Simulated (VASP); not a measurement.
Here is a VASP 6.6.1 calculation.

File INCAR:

```
ALGO = Normal
EDIFF = 1E-8
ENCUT = 520
GGA = PS
ISIF = 2
ISMEAR = -1
LASPH = T
LCHARG = F
LEFG = T
LREAL = F
LWAVE = F
NBANDS = 12
NELM = 80
PREC = Accurate
SIGMA = 0.08
```

File KPOINTS:

```
k-points
0
Gamma
  13 13 13
```

POSCAR

```
Nb
1.0
    0.0000000000      2.1150000000      2.1361500000
    2.1150000000      0.0000000000      2.1361500000
    2.1150000000      2.1150000000      0.0000000000
Nb
1
Direct
    0.0000000000      0.0000000000      0.0000000000
```

Potentials or basis: VASP PAW PBE potentials, release 64 (Nb_sv).

Run with:

```bash
$ cat potpaw_PBE.64/Nb_sv/POTCAR > POTCAR
$ mpirun -np 1 vasp_std > vasp.out
```

Task: What does it give for the pressure?

Result: -8.4 GPa.

Electric field gradients, principal values (V/Å²):
| atom | least | middle | greatest (by size) |
| --- | --- | --- | --- |
| 1 Nb | 2.773 | 2.773 | -5.546 |

Caveat: the cell differs from its parent crystal (zz strain of +1 %); without QUAD_EFG the Cq values of the log hold for a quadrupole moment of 1 mb, not for the nuclei; the PAW data sets were made with another functional, which shifts forces and pressure a little.
